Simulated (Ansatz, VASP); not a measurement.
# Two plane-wave programs on ZrB

```
Zr B
1.0
     0.00000    2.45212    2.45212
     2.45212    0.00000    2.45212
     2.45212    2.45212    0.00000
Zr B
1 1
Direct
  0.50000 0.50000 0.50000
  0.00000 0.00000 0.00000
```

Alike in both runs: task single point; functional r2SCAN; k mesh 12 × 12 × 12; occupations gaussian, width 0.05 eV; no spin polarisation.

|  | VASP | Ansatz |
| --- | --- | --- |
| version | VASP 6.6.1 | Ansatz 0.2.0 |
| potentials or method | VASP PAW PBE potentials, release 64 (Zr_sv, B), cutoff 520 eV | scalar-relativistic, plane waves, PAW |
| valence electrons in the cell | 15 | 15 |

|  | VASP | Ansatz | Ansatz less VASP |
| --- | --- | --- | --- |
| gap on the k mesh at the Fermi level (eV) | none | none | - |
| pressure (GPa) | 0.8 | 0.7 | -0.05 |

VASP's potentials were made for PBE, not for r2SCAN. A gap of «none» marks a metal or a gap that the smearing closes.
